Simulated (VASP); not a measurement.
Runs of VASP 6.6.1 on C. The structure is that of space group P4_2/mmc (No. 131), or close to it. The cells are those of the table. 

```csv
task,cell,k mesh,cutoff (eV),smearing,gap on the mesh (eV),pressure (GPa),relaxed volume (Å³/atom),largest force (eV/Å)
single point,"a = 3.574, b = 3.573, c = 4.336 Å, 8 atoms",4 × 4 × 4,520,gaussian 0.1 eV,1.72,0.5,-,0.02
relaxation of cell and atoms,"relaxed from a = 3.473, b = 3.473, c = 4.290 Å, 8 atoms",6 × 6 × 4,600,gaussian 0.1 eV,1.72,0.0,(a),0.02
single point,"a = 3.473, b = 3.473, c = 4.290 Å, 8 atoms",6 × 6 × 4,520,gaussian 0.1 eV,(b),28.0,-,1.31
single point,"a = 3.575, b = 3.575, c = 4.335 Å, 8 atoms",6 × 6 × 4,520,gaussian 0.1 eV,1.73,0.4,-,0.04
relaxation of cell and atoms,"relaxed from a = 3.575, b = 3.575, c = 4.335 Å, 8 atoms",8 × 8 × 6,600,gaussian 0.02 eV,1.73,-0.1,6.92,-
single point,"a = 3.574, b = 3.574, c = 4.335 Å, 8 atoms",4 × 4 × 4,520,gaussian 0.1 eV,1.73,0.5,-,0.05
single point,"a = 3.574, b = 3.574, c = 4.335 Å, 8 atoms",8 × 8 × 6,520,gaussian 0.02 eV,1.73,0.5,-,0.02
```

Alike in all rows: level PBE; potentials or basis VASP PAW PBE potentials, release 64 (C); no spin polarisation.

Q: Estimate the missing entries.

A: (a) 6.93; (b) 1.87.

Caveats: some runs use coarse meshes; forces of over 1 eV/Å act on the atoms, so gaps and moduli don't describe the material at rest (some runs).

A k mesh can miss the band edges.
